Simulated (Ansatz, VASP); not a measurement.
**BaO: VASP beside Ansatz**

```
Ba O
1.0
     0.00000    2.79500    2.79500
     2.79500    0.00000    2.79500
     2.79500    2.79500    0.00000
Ba O
1 1
Direct
  0.00000 0.00000 0.00000
  0.50000 0.50000 0.50000
```

Alike in both runs: task single point; functional HSE06; k mesh 6 × 6 × 6; occupations fermi-dirac, width 0.02 eV; no spin polarisation.

|  | VASP | Ansatz |
| --- | --- | --- |
| version | VASP 6.6.1 | Ansatz 0.2.0 development build |
| potentials or method | VASP PAW PBE potentials, release 64 (Ba_sv, O) | plane waves, PAW datasets (generated soft set 1) |
| plane-wave cutoff (eV) | 520 | 420 |
| valence electrons in the cell | 16 | 16 |

|  | VASP | Ansatz | Ansatz less VASP |
| --- | --- | --- | --- |
| gap on the k mesh at the Fermi level (eV) | 3.34 | 3.40 | +0.065 |

With one functional, cell and mesh, what is left measures potentials, basis and numerics. Ansatz's warnings: stress exchange threshold loose, stress scf threshold loose.

Neither program's run includes spin-orbit coupling.
